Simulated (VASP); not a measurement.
# SiP7 (P-43m) in VASP: single point with PBE

Aim: the single point of SiP7 with PBE.

Everything below comes from runs of VASP 6.6.1. Logs are shortened: lines on timing, memory, paths and dates and some standing lists are left out, and cuts for length are marked.

## 1. The cell of the first run

The structure is cubic, space group P-43m (No. 215). Conventional cell: a = 5.478 Å, b = 5.478 Å, c = 5.478 Å, α = 90.00°, β = 90.00°, γ = 90.00°. Si (site symmetry -43m) has 4 P at 2.34 Å within 3.1 Å. P (site symmetry 3m) has 1 Si at 2.34 Å and 3 P at 2.38 Å within 3.1 Å. P (site symmetry -42m) has 4 P at 2.38 Å within 3.1 Å.

## 2. Single point, PBE

INCAR

```
SYSTEM = SiP7
PREC = Accurate ; ENCUT = 500
EDIFF = 1E-6 ; ISMEAR = 0
SIGMA = 0.2 ; LREAL = .False.
LASPH = .True. ; NELM = 120
ALGO = Normal ; ISIF = 2
LWAVE = .False. ; LCHARG = .True.
GGA = PE ; LELF = .True.
LVHAR = .True. ; NBANDS = 30
GGA_COMPAT = .False.
```

KPOINTS

```
Automatic mesh
0
Gamma
  3 3 3
  0 0 0
```

POSCAR

```
SiP7
1.0
    5.4781810449      0.0000000000      0.0000000000
    0.0000000000      5.4781810449      0.0000000000
    0.0000000000      0.0000000000      5.4781810449
Si P
1 7
Direct
    0.0000000000      0.0000000000      0.0000000000
    0.2463937904      0.2463937904      0.2463937904
    0.0000000000      0.5000000000      0.5000000000
    0.5000000000      0.5000000000      0.0000000000
    0.5000000000      0.0000000000      0.5000000000
    0.7536062096      0.2463937904      0.7536062096
    0.7536062096      0.7536062096      0.2463937904
    0.2463937904      0.7536062096      0.7536062096
```

Potentials or basis: VASP PAW PBE potentials, release 64 (Si, P).

Launch:

```sh
$ cat potpaw_PBE.64/Si/POTCAR potpaw_PBE.64/P/POTCAR > POTCAR
$ mpirun -np 1 vasp_std > vasp.out
```

OUTCAR:

```text
SYSTEM = SiP7
   PREC = Accurate
   ENCUT = 500
   EDIFF = 1E-6
   ISMEAR = 0
   LREAL = .False.
   LASPH = .True.
   NELM = 120
   ISIF = 2
   GGA = PE

 ion  position               nearest neighbor table
   1  0.000  0.000  0.000-   2 2.34   6 2.34   7 2.34   8 2.34
   2  0.246  0.246  0.246-   1 2.34   4 2.38   3 2.38   5 2.38
   3  0.000  0.500  0.500-   2 2.38   6 2.38   7 2.38   8 2.38
   4  0.500  0.500  0.000-   2 2.38   6 2.38   7 2.38   8 2.38
   5  0.500  0.000  0.500-   2 2.38   6 2.38   7 2.38   8 2.38
   6  0.754  0.246  0.754-   1 2.34   4 2.38   3 2.38   5 2.38
   7  0.754  0.754  0.246-   1 2.34   4 2.38   3 2.38   5 2.38
   8  0.246  0.754  0.754-   1 2.34   4 2.38   3 2.38   5 2.38

  LATTYP: Found a simple cubic cell.
 ALAT       =     5.4781810449

  Lattice vectors:

 A1 = (   5.4781810449,   0.0000000000,   0.0000000000)
 A2 = (   0.0000000000,   5.4781810449,   0.0000000000)
 A3 = (   0.0000000000,   0.0000000000,   5.4781810449)

Analysis of symmetry for initial positions (statically):
=====================================================================
 Subroutine PRICEL returns:
 Original cell was already a primitive cell.

 Routine SETGRP: Setting up the symmetry group for a
 simple cubic supercell.

 Subroutine GETGRP returns: Found 24 space group operations
 (whereof 24 operations were pure point group operations)
 out of a pool of 48 trial point group operations.

The static configuration has the point symmetry T_d .

Analysis of symmetry for dynamics (positions and initial velocities):
=====================================================================
 Subroutine PRICEL returns:
 Original cell was already a primitive cell.

 Routine SETGRP: Setting up the symmetry group for a
 simple cubic supercell.

 Subroutine GETGRP returns: Found 24 space group operations
 (whereof 24 operations were pure point group operations)
 out of a pool of 48 trial point group operations.

The dynamic configuration has the point symmetry T_d .

 Subroutine INISYM returns: Found 24 space group operations
 (whereof 24 operations are pure point group operations),
 and found     1 'primitive' translations

----------------------------------------------------------------------------------------

                                     Primitive cell

  volume of cell :     164.4028

[... 83 lines left out ...]
   IBRION =     -1    ionic relax: 0-MD 1-quasi-New 2-CG
   NFREE  =      0    steps in history (QN), initial steepest desc. (CG)
   ISIF   =      2    stress and relaxation
   ISYM   =      2    0-nonsym 1-usesym 2-fastsym
   POTIM  = 0.5000    time-step for ionic-motion
   TEBEG  =    0.0;   TEEND  =   0.0 temperature during run
   PSTRESS=    0.0 pullay stress
   NELECT =      39.0000    total number of electrons
   NUPDOWN=      -1.0000    fix difference up-down
   EMIN   =  10.00;   EMAX   =-10.00  energy-range for DOS
   EFERMI =   0.00;   METHOD = LEGACY
   ISMEAR =     0;   SIGMA  =   0.20  broadening in eV -4-tet -1-fermi 0-gaus
   EFERMI_NEDOS =   21; number of points for ismear=-14 and -15
   IALGO  =     38    algorithm
   IMIX   =      4    mixing-type and parameters
     AMIX     =   0.40;   BMIX     =  1.00
     AMIX_MAG =   1.60;   BMIX_MAG =  1.00
  volume/ion in A,a.u.               =      20.55       138.68
  Fermi-wavevector in a.u.,A,eV,Ry     =   1.013429  1.915103 13.973704  1.027038
  Thomas-Fermi vector in A             =   2.146597
   LORBIT       =      0    0 simple, 1 ext, 2 COOP (PROOUT), +10 PAW based schemes
   GGA     = PE    functional components
   LHFCALC =     F    Hartree Fock is set to
   AEXX    =    0.0000 exact exchange contribution
   IVDW    =     0    specifies the selected vdW correction
   LEPSILON=     F    determine dielectric tensor
   LRPA    =     F    only Hartree local field effects (RPA)
 non-spin polarized calculation
 Gauss-broadening in eV      SIGMA  =   0.20
  energy-cutoff  :      500.00
  volume of cell :      164.40
 maximum number of plane-waves:      4197
 NGX is ok and might be reduce to    40
   NGX = 19   NGY = 19   NGZ = 19

 number of electron      39.0000000 magnetization

 Free energy of the ion-electron system (eV)
  ---------------------------------------------------
  ext. energy  EPLUGINS =         0.00000000
  ---------------------------------------------------
  free energy    TOTEN  =       -39.11426268 eV

  energy without entropy =      -38.99491114  energy(sigma->0) =      -39.05458691

 E-fermi :   6.2858     XC(G=0):  -9.5085

 val. band max:        6.2777634003   @ k =   0.0000   0.0000   0.0000
 cond. band min:       6.3151097875   @ k =   0.3333   0.0000   0.0000
 fundamental gap:      0.0373463872
 Fermi energy:         6.2857544799

 k-point     1 :       0.0000    0.0000    0.0000
  band No.  band energies     occupation
      1      -8.8010      2.00000
      2      -5.4252      2.00000
      3      -5.4252      2.00000
      4      -5.3602      2.00000
      5      -5.3602      2.00000
      6      -5.3602      2.00000
[... 121 lines left out ...]
     29      10.2017      0.00000
     30      10.2344      0.00000

------------------------ aborting loop because EDIFF is reached ----------------------------------------

  FORCE on cell =-STRESS in cart. coord.  units (eV):
  Direction    XX          YY          ZZ          XY          YZ          ZX
  --------------------------------------------------------------------------------------
  -------------------------------------------------------------------------------------
  Total       -0.3473993     -0.3473993     -0.3473993     -0.0000000     -0.0000000     -0.0000000
  in kB       -3.3855588     -3.3855588     -3.3855588     -0.0000000     -0.0000000     -0.0000000
  external PRESSURE =      -3.3855588 kB  Pullay stress =       0.0000000 kB

 VOLUME and BASIS-vectors are now :
 -----------------------------------------------------------------------------
  energy-cutoff  :      500.00
  volume of cell :      164.40
      direct lattice vectors                 reciprocal lattice vectors
     5.478181045  0.000000000  0.000000000     0.182542342  0.000000000  0.000000000
     0.000000000  5.478181045  0.000000000     0.000000000  0.182542342  0.000000000
     0.000000000  0.000000000  5.478181045     0.000000000  0.000000000  0.182542342

 POSITION                                       TOTAL-FORCE (eV/Angst)
 -----------------------------------------------------------------------------------
      0.00000      0.00000      0.00000        -0.000000     -0.000000     -0.000000
      1.34979      1.34979      1.34979        -0.031958     -0.031958     -0.031958
      0.00000      2.73909      2.73909        -0.000000     -0.000000     -0.000000
      2.73909      2.73909      0.00000         0.000000     -0.000000      0.000000
      2.73909      0.00000      2.73909         0.000000     -0.000000      0.000000
      4.12839      1.34979      4.12839         0.031958     -0.031958      0.031958
      4.12839      4.12839      1.34979         0.031958      0.031958     -0.031958
      1.34979      4.12839      4.12839        -0.031958      0.031958      0.031958
 -----------------------------------------------------------------------------------
    total drift:                               -0.000000     -0.000000     -0.000000

  FREE ENERGIE OF THE ION-ELECTRON SYSTEM (eV)
  ---------------------------------------------------
  free  energy   TOTEN  =       -39.1142626768 eV

  energy  without entropy=      -38.9949111368  energy(sigma->0) =      -39.05458691
```

Run time: 17 s. Hardware: 1 thread of Intel Xeon Platinum 8488C (Sapphire Rapids), shared host; peak memory 0.23 GiB.

Results:

| Property | Result |
| --- | --- |
| Free energy | -39.1143 eV |
| Pressure | -0.3 GPa |
| Largest force | 0.055 eV/Å |

Forces in eV/Å, atoms in the order of the input:
```
Si   0.000  0.000  0.000
P   -0.032 -0.032 -0.032
P    0.000  0.000  0.000
P    0.000  0.000  0.000
P    0.000  0.000  0.000
P    0.032 -0.032  0.032
P    0.032  0.032 -0.032
P   -0.032  0.032  0.032
```

Levels at points of the mesh, in eV from the Fermi level:
```tsv
k point	band 18	band 19	band 20	band 21	band 22	band 23
(0.00, 0.00, 0.00)	-1.58	-1.58	-1.26	-1.26	-1.26	-0.39
```

Caveat: the k points lie up to 0.38 Å⁻¹ apart.
